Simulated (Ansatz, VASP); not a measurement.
# Two plane-wave programs on Si7Ge

```
Si Ge
1.0
     5.45918    0.00000    0.00000
     0.00000    5.45918    0.00000
     0.21837    0.00000    5.45918
Si Ge
7 1
Direct
  0.25278 0.24991 0.25278
  0.00000 0.50264 0.50000
  0.50000 0.50264 0.00000
  0.50000 0.00208 0.50000
  0.74722 0.24991 0.74722
  0.74759 0.74468 0.25241
  0.25241 0.74468 0.74759
  0.00000 0.00347 0.00000
```

Alike in both runs: task single point; functional PBEsol; k mesh 8 × 8 × 8; occupations gaussian, width 0.01 eV; no spin polarisation.

|  | VASP | Ansatz |
| --- | --- | --- |
| version | VASP 6.6.1 | Ansatz 0.2.0 |
| potentials or method | VASP PAW PBE potentials, release 64 (Si, Ge_d), cutoff 520 eV | scalar-relativistic, plane waves, PAW |
| valence electrons in the cell | 42 | 42 |

VASP gave:

| Item | Value |
| --- | --- |
| gap on the k mesh at the Fermi level (eV) | 0.01 |
| least direct gap on the mesh (eV) | 0.01 |
| pressure (GPa) | 0.1 |
| traceless stress, the component that is largest in VASP (GPa) | -2.91 |
| rms of the force components (eV/Å) | 0.004 |

Q: Which values does Ansatz return?

A: gap on the k mesh at the Fermi level (eV): 0.02; least direct gap on the mesh (eV): 0.02; pressure (GPa): 0.0; traceless stress, the component that is largest in VASP (GPa): -2.89; rms of the force components (eV/Å): 0.001.

VASP's potentials were made for PBE, not for PBEsol. Atom by atom the forces differ by 0.003 eV/Å (rms over components). The functional is the same, so the differences come from potentials, cutoffs and numerics.
